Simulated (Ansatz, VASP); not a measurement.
**One calculation of Au, two programs**

File INCAR:

```
PREC = Accurate ; ENCUT = 520
EDIFF = 1E-6 ; ISMEAR = 0
SIGMA = 0.15 ; LREAL = F
LASPH = T ; NELM = 80
ALGO = Fast ; ISIF = 2
LWAVE = F ; LCHARG = F
GGA = PS ; NBANDS = 12
```

KPOINTS

```
Automatic mesh
0
Gamma
  26 26 26
```

POSCAR

```
Au
1.0
   -1.5400197247      1.5400197247      1.5805465595
    1.5400197247     -1.5400197247      1.5805465595
    1.5400197247      1.5400197247     -1.5805465595
Au
1
Direct
    0.0000000000      0.0000000000      0.0000000000
```

Input for Ansatz:

```yaml
crystal:
  lattice:
    - [-1.5400197247, 1.5400197247, 1.5805465595]
    - [1.5400197247, -1.5400197247, 1.5805465595]
    - [1.5400197247, 1.5400197247, -1.5805465595]
  atoms:
    - { symbol: Au, position: [0.0, 0.0, 0.0] }
basis:
  ecutwfc: 420
kpoints:
  mp_grid: { grid: [26, 26, 26] }
hamiltonian:
  xc: pbesol
scf:
  occupations: { method: gaussian, width: 0.15 }
output:
  forces: true
  stress: true
  eigenvalues: true
```

Change from the starting cell: strain -0.050 along x and y, -0.025 along z, atoms carried along.

Alike in both runs: task single point; functional PBEsol; k mesh 26 × 26 × 26; occupations gaussian, width 0.15 eV; no spin polarisation.

|  | VASP | Ansatz |
| --- | --- | --- |
| version | VASP 6.6.1 | Ansatz 0.2.0 |
| potentials or method | VASP PAW PBE potentials, release 64 (Au), cutoff 520 eV | scalar-relativistic, plane waves, PAW |
| valence electrons in the cell | 11 | 19 |

```csv
,VASP,Ansatz,Ansatz less VASP
gap on the k mesh at the Fermi level (eV),none,none,-
pressure (GPa),31.9,32.3,+0.35
"traceless stress, the component that is largest in VASP (GPa)",0.10,0.10,-0.001
```

VASP's potentials were made for PBE, not for PBEsol. A gap of «none» marks a metal or a gap that the smearing closes. Both programs put the cell under a high pressure, so it lies far from rest at this level. VASP's potentials hold 11 valence electrons a cell and Ansatz's 19, so a difference there can come from the potentials and not from the codes.

Neither program's run includes spin-orbit coupling.
